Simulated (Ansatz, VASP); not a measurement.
# BeS: VASP beside Ansatz

INCAR

```
PREC = Accurate
ENCUT = 520
EDIFF = 1E-6
ISMEAR = 0
SIGMA = 0.05
LREAL = F
LASPH = T
NELM = 100
ALGO = Normal
ISIF = 2
LWAVE = F
LCHARG = F
GGA = PS
NBANDS = 11
```

Contents of KPOINTS:

```
Automatic mesh
0
Gamma
  10 10 10
```

The input POSCAR:

```
BeS
1.0
    0.0000000000      2.3721258004      2.5291884001
    2.5291884001      0.0000000000      2.5291884001
    2.5291884001      2.3721258004      0.0000000000
Be S
1 1
Direct
    0.0000000000      0.0000000000      0.0000000000
    0.7500000000      0.7500000000      0.7500000000
```

Input for Ansatz:

```yaml
crystal:
  lattice:
    - [0.0, 2.3721258004, 2.5291884001]
    - [2.5291884001, 0.0, 2.5291884001]
    - [2.5291884001, 2.3721258004, 0.0]
  atoms:
    - { symbol: Be, position: [0.0, 0.0, 0.0] }
    - { symbol: S, position: [0.75, 0.75, 0.75] }
basis:
  ecutwfc: 520.0
kpoints:
  mp_grid: { grid: [10, 10, 10] }
hamiltonian:
  xc: pbesol
scf:
  occupations: { method: gaussian, width: 0.05 }
output:
  forces: true
  stress: true
  eigenvalues: true
```

Alike in both runs: task single point; functional PBEsol; k mesh 10 × 10 × 10; occupations gaussian, width 0.05 eV; no spin polarisation.

```csv
,VASP,Ansatz
version,VASP 6.6.1,Ansatz 0.2.0
potentials or method,"VASP PAW PBE potentials, release 64 (Be, S), cutoff 520 eV","scalar-relativistic, plane waves, PAW"
valence electrons in the cell,8,8
```

|  | VASP | Ansatz | Ansatz less VASP |
| --- | --- | --- | --- |
| gap on the k mesh at the Fermi level (eV) | 2.59 | 2.59 | -0.003 |
| least direct gap on the mesh (eV) | 4.99 | 4.99 | -0.002 |
| pressure (GPa) | -5.8 | -6.0 | -0.13 |
| traceless stress, the component that is largest in VASP (GPa) | 3.47 | 3.48 | +0.018 |

VASP's potentials were made for PBE, not for PBEsol.
